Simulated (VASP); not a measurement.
# Sn (I4_1/amd) in VASP: further runs

Runs on Sn. Level: PBE+D3(BJ). Tasks: single point.

Program: VASP 6.6.1. These are calculated values, not measurements. Logs are shortened: lines on timing, memory, paths and dates and some standing lists are left out, and cuts for length are marked.

### Step 1. The cell of the first run

The structure is tetragonal, space group I4_1/amd (No. 141). Conventional cell: a = 5.856 Å, b = 5.856 Å, c = 3.131 Å, α = 90.00°, β = 90.00°, γ = 90.00°. Sn (site symmetry -4m2) has 10 Sn at 3.03 to 3.75 Å within 4.0 Å.

### Step 2. Single point, PBE+D3(BJ)

INCAR

```
PREC = Accurate
ENCUT = 500
EDIFF = 1E-6
ISMEAR = -1
SIGMA = 0.05
LREAL = False
LASPH = True
NELM = 120
ALGO = Normal
ISIF = 2
LWAVE = False
LCHARG = False
GGA = PE
IVDW = 12
NBANDS = 21
GGA_COMPAT = False
```

KPOINTS

```
Automatic mesh
0
Gamma
  10 10 10
```

POSCAR

```
Sn
1.0
   -2.9278940568      2.9278940568      1.5655320061
    2.9278940568     -2.9278940568      1.5655320061
    2.9278940568      2.9278940568     -1.5655320061
Sn
2
Direct
    0.0000000000      0.0000000000      0.0000000000
    0.7500000000      0.2500000000      0.5000000000
```

Potentials or basis: VASP PAW PBE potentials, release 64 (Sn_d).

The run is started by

```bash
> cat potpaw_PBE.64/Sn_d/POTCAR > POTCAR
> mpirun -np 1 vasp_std > vasp.out
```

OUTCAR:

```text
PREC = Accurate
   ENCUT = 500
   EDIFF = 1E-6
   ISMEAR = -1
   LREAL = False
   LASPH = True
   NELM = 120
   ISIF = 2
   GGA = PE
   IVDW = 12
 IVDW          = 12

 ion  position               nearest neighbor table
   1  0.000  0.000  0.000-   2 3.03   2 3.03   2 3.03   2 3.03   2 3.75   2 3.75   2 3.75   2 3.75

   2  0.750  0.250  0.500-   1 3.03   1 3.03   1 3.03   1 3.03   1 3.75   1 3.75   1 3.75   1 3.75

  LATTYP: Found a body centered tetragonal cell.
 ALAT       =     5.8557881136
 C/A-ratio  =     0.5346955784

  Lattice vectors:

 A1 = (  -2.9278940568,   2.9278940568,   1.5655320061)
 A2 = (   2.9278940568,  -2.9278940568,   1.5655320061)
 A3 = (   2.9278940568,   2.9278940568,  -1.5655320061)

Analysis of symmetry for initial positions (statically):
=====================================================================
 Subroutine PRICEL returns:
 Original cell was already a primitive cell.

 Routine SETGRP: Setting up the symmetry group for a
 body centered tetragonal supercell.

 Subroutine GETGRP returns: Found 16 space group operations
 (whereof  8 operations were pure point group operations)
 out of a pool of 16 trial point group operations.

The static configuration has the point symmetry D_2d.
 The point group associated with its full space group is D_4h.

Analysis of symmetry for dynamics (positions and initial velocities):
=====================================================================
 Subroutine PRICEL returns:
 Original cell was already a primitive cell.

 Routine SETGRP: Setting up the symmetry group for a
 body centered tetragonal supercell.

 Subroutine GETGRP returns: Found 16 space group operations
 (whereof  8 operations were pure point group operations)
 out of a pool of 16 trial point group operations.

The dynamic configuration has the point symmetry D_2d.
 The point group associated with its full space group is D_4h.

 Subroutine INISYM returns: Found 16 space group operations
 (whereof  8 operations are pure point group operations),
 and found     1 'primitive' translations

----------------------------------------------------------------------------------------

                                     Primitive cell

  volume of cell :      53.6825

  direct lattice vectors                    reciprocal lattice vectors
    -2.927894057  2.927894057  1.565532006     0.000000000  0.170771206  0.319380248
     2.927894057 -2.927894057  1.565532006     0.170771206  0.000000000  0.319380248
     2.927894057  2.927894057 -1.565532006     0.170771206  0.170771206  0.000000000

  length of vectors
     4.426738944  4.426738944  4.426738944     0.362169225  0.362169225  0.241506956

  position of ions in fractional coordinates (direct lattice)
     0.000000000  0.000000000  0.000000000
     0.750000000  0.250000000  0.500000000

  ion indices of the primitive-cell ions
   primitive index   ion index
                 1           1
                 2           2

----------------------------------------------------------------------------------------

 KPOINTS: Automatic mesh

Automatic generation of k-mesh.
 Grid dimensions read from file:
 generate k-points for:   10   10   10

 Generating k-lattice:

  Cartesian coordinates                     Fractional coordinates (reciprocal lattice)
     0.000000000  0.017077121  0.031938025     0.100000000  0.000000000 -0.000000000
     0.017077121  0.000000000  0.031938025     0.000000000  0.100000000 -0.000000000
     0.017077121  0.017077121  0.000000000     0.000000000  0.000000000  0.100000000

  Length of vectors
     0.036216923  0.036216923  0.024150696

  Shift w.r.t. Gamma in fractional coordinates (k-lattice)
     0.000000000  0.000000000  0.000000000

 Subroutine IBZKPT returns following result:
 ===========================================

 Found    102 irreducible k-points:

 Following reciprocal coordinates:
            Coordinates               Weight
  0.000000  0.000000  0.000000      1.000000
  0.100000  0.000000 -0.000000      8.000000
  0.200000  0.000000 -0.000000      8.000000
  0.300000  0.000000  0.000000      8.000000
  0.400000  0.000000  0.000000      8.000000
  0.500000  0.000000  0.000000      4.000000
[... 16 lines left out ...]
  0.300000  0.300000  0.000000      8.000000
  0.400000  0.300000  0.000000     16.000000
 [... further k-points ...]
   k-points           NKPTS =    102   k-points in BZ     NKDIM =    102   number of bands    NBANDS=     21
   number of dos      NEDOS =    301   number of ions     NIONS =      2
   total plane-waves  NPLWV =  32768
   dimension x,y,z NGX =    32 NGY =   32 NGZ =   32
   dimension x,y,z NGXF=    64 NGYF=   64 NGZF=   64
   ions per type =               2
   NGX,Y,Z   is equivalent  to a cutoff of  12.02, 12.02, 12.02 a.u.
   NGXF,Y,Z  is equivalent  to a cutoff of  24.04, 24.04, 24.04 a.u.
 SYSTEM =  unknown system
   PREC   = accura    normal or accurate (medium, high low for compatibility)
   ISTART =      0    job   : 0-new  1-cont  2-samecut
   ICHARG =      2    charge: 1-file 2-atom 10-const
   ISPIN  =      1    spin polarized calculation?
   LNONCOLLINEAR =      F non collinear calculations
   LSORBIT =      F    spin-orbit coupling
   LASPH  =      T    aspherical Exc in radial PAW
   ENCUT  =  500.0 eV  36.75 Ry    6.06 a.u.   8.07  8.07  8.07*2*pi/ulx,y,z
   NELM   =    120;   NELMIN=  2; NELMDL= -5     # of ELM steps
   EDIFF  = 0.1E-05   stopping-criterion for ELM
   LREAL  =      F    real-space projection
   EDIFFG = 0.1E-04   stopping-criterion for IOM
   NSW    =      0    number of steps for IOM
   IBRION =     -1    ionic relax: 0-MD 1-quasi-New 2-CG
   NFREE  =      0    steps in history (QN), initial steepest desc. (CG)
   ISIF   =      2    stress and relaxation
   ISYM   =      2    0-nonsym 1-usesym 2-fastsym
   POTIM  = 0.5000    time-step for ionic-motion
   TEBEG  =    0.0;   TEEND  =   0.0 temperature during run
   PSTRESS=    0.0 pullay stress
   NELECT =      28.0000    total number of electrons
   NUPDOWN=      -1.0000    fix difference up-down
   EMIN   =  10.00;   EMAX   =-10.00  energy-range for DOS
   EFERMI =   0.00;   METHOD = LEGACY
   ISMEAR =    -1;   SIGMA  =   0.05  broadening in eV -4-tet -1-fermi 0-gaus
   EFERMI_NEDOS =   21; number of points for ismear=-14 and -15
   IALGO  =     38    algorithm
   IMIX   =      4    mixing-type and parameters
     AMIX     =   0.40;   BMIX     =  1.00
     AMIX_MAG =   1.60;   BMIX_MAG =  1.00
  volume/ion in A,a.u.               =      26.84       181.13
  Fermi-wavevector in a.u.,A,eV,Ry     =   1.317801  2.490283 23.627884  1.736600
  Thomas-Fermi vector in A             =   2.447817
   LORBIT       =      0    0 simple, 1 ext, 2 COOP (PROOUT), +10 PAW based schemes
   GGA     = PE    functional components
   LHFCALC =     F    Hartree Fock is set to
   AEXX    =    0.0000 exact exchange contribution
   IVDW    =    12    specifies the selected vdW correction
   LEPSILON=     F    determine dielectric tensor
   LRPA    =     F    only Hartree local field effects (RPA)
 non-spin polarized calculation
  energy-cutoff  :      500.00
  volume of cell :       53.68
 maximum number of plane-waves:      1386
   NGX = 17   NGY = 17   NGZ = 17

 number of electron      27.9999985 magnetization

 Free energy of the ion-electron system (eV)
  ---------------------------------------------------
  ext. energy  EPLUGINS =         0.00000000
  ---------------------------------------------------
  free energy    TOTEN  =        -7.58703607 eV

  energy without entropy =       -7.57991774  energy(sigma->0) =       -7.58347691

 E-fermi :   8.1490     XC(G=0): -10.3556

 val. band max:        8.1390752876   @ k =  -0.4000  -0.4000   0.4000
 cond. band min:       8.1503250118   @ k =  -0.2000  -0.2000   0.1000
 fundamental gap:      0.0112497242
 Fermi energy:         8.1489784729

 k-point     1 :       0.0000    0.0000    0.0000
  band No.  band energies     occupation
      1     -13.5520      2.00000
      2     -13.4884      2.00000
      3     -13.4338      2.00000
      4     -13.4259      2.00000
      5     -13.2555      2.00000
      6     -13.2555      2.00000
[... 13 lines left out ...]
     20      17.8315      0.00000
     21      18.5609      0.00000

 k-point     2 :       0.1000    0.0000   -0.0000
  band No.  band energies     occupation
      1     -13.5457      2.00000
      2     -13.4650      2.00000
      3     -13.4185      2.00000
      4     -13.4065      2.00000
      5     -13.2716      2.00000
      6     -13.2690      2.00000
[... 13 lines left out ...]
     20      17.3930      0.00000
     21      17.4483      0.00000

 k-point     3 :       0.2000    0.0000   -0.0000
  band No.  band energies     occupation
      1     -13.5267      2.00000
      2     -13.4092      2.00000
      3     -13.3991      2.00000
      4     -13.3511      2.00000
      5     -13.3038      2.00000
      6     -13.2781      2.00000
[... 13 lines left out ...]
     20      15.9233      0.00000
     21      16.4620      0.00000

 k-point     4 :       0.3000    0.0000    0.0000
  band No.  band energies     occupation
      1     -13.5028      2.00000
      2     -13.3798      2.00000
      3     -13.3700      2.00000
      4     -13.3477      2.00000
      5     -13.3325      2.00000
      6     -13.2887      2.00000
[... 13 lines left out ...]
     20      14.9672      0.00000
     21      17.1111      0.00000

 k-point     5 :       0.4000    0.0000    0.0000
  band No.  band energies     occupation
      1     -13.4844      2.00000
      2     -13.3873      2.00000
      3     -13.3871      2.00000
      4     -13.3539      2.00000
      5     -13.3275      2.00000
      6     -13.3089      2.00000
[... 13 lines left out ...]
     20      15.9113      0.00000
     21      18.3304      0.00000
[... 382 lines left out ...]
     20      18.2818      0.00000
     21      18.9772      0.00000

 k-point    22 :      -0.2000    0.2000    0.0000
  band No.  band energies     occupation
      1     -13.5186      2.00000
      2     -13.4916      2.00000
      3     -13.4497      2.00000
      4     -13.3989      2.00000
      5     -13.2719      2.00000
      6     -13.2427      2.00000
[... 13 lines left out ...]
     20      18.5161      0.00000
     21      18.7108      0.00000

 k-point    23 :       0.3000    0.3000    0.0000
  band No.  band energies     occupation
      1     -13.4740      2.00000
      2     -13.4093      2.00000
      3     -13.3690      2.00000
      4     -13.3493      2.00000
      5     -13.3205      2.00000
      6     -13.2625      2.00000
[... 13 lines left out ...]
     20      16.1406      0.00000
     21      17.8917      0.00000

 k-point    24 :       0.4000    0.3000    0.0000
  band No.  band energies     occupation
      1     -13.4522      2.00000
      2     -13.4052      2.00000
      3     -13.3774      2.00000
      4     -13.3487      2.00000
      5     -13.3104      2.00000
      6     -13.2552      2.00000
[... 13 lines left out ...]
     20      17.3681      0.00000
     21      18.1129      0.00000

 [... further k-points ...]

------------------------ aborting loop because EDIFF is reached ----------------------------------------

 Edisp (eV)   -0.78777

 E8    (eV) :    -0.3807

  FORCE on cell =-STRESS in cart. coord.  units (eV):
  Direction    XX          YY          ZZ          XY          YZ          ZX
  --------------------------------------------------------------------------------------
  -------------------------------------------------------------------------------------
  Total       0.25120     0.25120     0.25463     0.00000     0.00000     0.00000
  in kB       7.49721     7.49721     7.59962     0.00000     0.00000     0.00000
  external pressure =        7.53 kB  Pullay stress =        0.00 kB

 VOLUME and BASIS-vectors are now :
 -----------------------------------------------------------------------------
  energy-cutoff  :      500.00
  volume of cell :       53.68
      direct lattice vectors                 reciprocal lattice vectors
    -2.927894057  2.927894057  1.565532006     0.000000000  0.170771206  0.319380248
     2.927894057 -2.927894057  1.565532006     0.170771206  0.000000000  0.319380248
     2.927894057  2.927894057 -1.565532006     0.170771206  0.170771206  0.000000000

 POSITION                                       TOTAL-FORCE (eV/Angst)
 -----------------------------------------------------------------------------------
      0.00000      0.00000      0.00000         0.000000      0.000000     -0.000000
     -0.00000      2.92789      0.78277        -0.000000     -0.000000      0.000000
 -----------------------------------------------------------------------------------
    total drift:                                0.000000     -0.000000      0.000000

  FREE ENERGIE OF THE ION-ELECTRON SYSTEM (eV)
  ---------------------------------------------------
  free  energy   TOTEN  =        -8.3748062000 eV

  energy  without entropy=       -8.3676878639  energy(sigma->0) =       -8.37124703
```

It took 25 s on 1 thread of Intel Xeon 6975P-C (Granite Rapids), shared host; peak memory 0.24 GiB.

Results:

* Free energy: -8.3748 eV
* Pressure: 0.8 GPa
* Band gap on the k mesh: zero (band 14 reaches 9.49 eV, above the bottom of band 15 at 5.72 eV)
* Dispersion energy per atom: -0.394 eV

Levels at points of the mesh, in eV from the Fermi level:
```tsv
k point	band 12	band 13	band 14	band 15	band 16	band 17
(0.00, 0.00, 0.00)	-3.83	-2.11	-2.11	2.86	6.09	6.09
(0.50, 0.00, 0.00)	-5.40	-2.36	-1.83	-1.11	2.23	2.83
(0.50, 0.50, 0.00)	-9.02	0.46	0.46	1.42	1.42	6.34
(0.50, 0.50, 0.50)	-7.70	-4.92	-4.92	5.39	5.39	9.21
```

Caveat: three body term missing; spin-orbit coupling is left out, which moves the levels of the heavy elements; pairwise dispersion overbinds metals, which lowers pressure and volume.

### Step 3. Single point, PBE+D3(BJ)

This run uses another cell than the first one, of 27.17 Å³/atom, 1.012 times its volume.

INCAR

```
  ALGO = Normal
  EDIFF = 1E-6
  ENCUT = 500
  GGA = PE
  GGA_COMPAT = F
  ISIF = 2
  ISMEAR = -1
  IVDW = 12
  LASPH = T
  LCHARG = T
  LELF = T
  LREAL = F
  LVHAR = T
  LWAVE = F
  NBANDS = 21
  NELM = 120
  PREC = Accurate
  SIGMA = 0.05
```

KPOINTS

```
k-points
0
Gamma
  10 10 10
```

POSCAR

```
Sn
1.0
   -2.9196440700      2.9196440700      1.5938000000
    2.9196440700     -2.9196440700      1.5938000000
    2.9196440700      2.9196440700     -1.5938000000
Sn
2
Direct
    0.0000000000      0.0000000000      0.0000000000
    0.7500000000      0.2500000000      0.5000000000
```

Potentials or basis: VASP PAW PBE potentials, release 64 (Sn_d).

The run is started by

```bash
> cat potpaw_PBE.64/Sn_d/POTCAR > POTCAR
> mpirun -np 1 vasp_std > vasp.out
```

Wall time 26 s (1 thread of Intel Xeon 6975P-C (Granite Rapids), shared host); peak memory 0.23 GiB.

Results (log left out):

| Item | Value |
| --- | --- |
| Free energy | -8.3741 eV |
| Pressure | 0.1 GPa |
| Band gap on the k mesh | zero (band 14 reaches 9.42 eV, above the bottom of band 15 at 5.54 eV) |
| Dispersion energy per atom | -0.389 eV |

Stress tensor (GPa, compression positive):
```
 0.36  0.00  0.00
 0.00  0.36  0.00
 0.00  0.00 -0.56
```

Levels at points of the mesh, in eV from the Fermi level:
```csv
k point,band 11,band 12,band 13,band 14,band 15,band 16,band 17,band 18
"(0.00, 0.00, 0.00)",-11.15,-3.65,-2.00,-2.00,2.95,6.21,6.21,6.78
"(0.50, 0.00, 0.00)",-6.96,-5.43,-2.34,-1.72,-1.18,2.22,2.82,4.66
"(0.50, 0.50, 0.00)",-8.91,-8.91,0.57,0.57,1.57,1.57,5.95,5.95
"(0.50, 0.50, 0.50)",-7.57,-7.57,-4.83,-4.83,4.97,4.97,9.38,9.38
```

Caveat: three body term missing; spin-orbit coupling is left out, which moves the levels of the heavy elements; pairwise dispersion overbinds metals, which lowers pressure and volume.
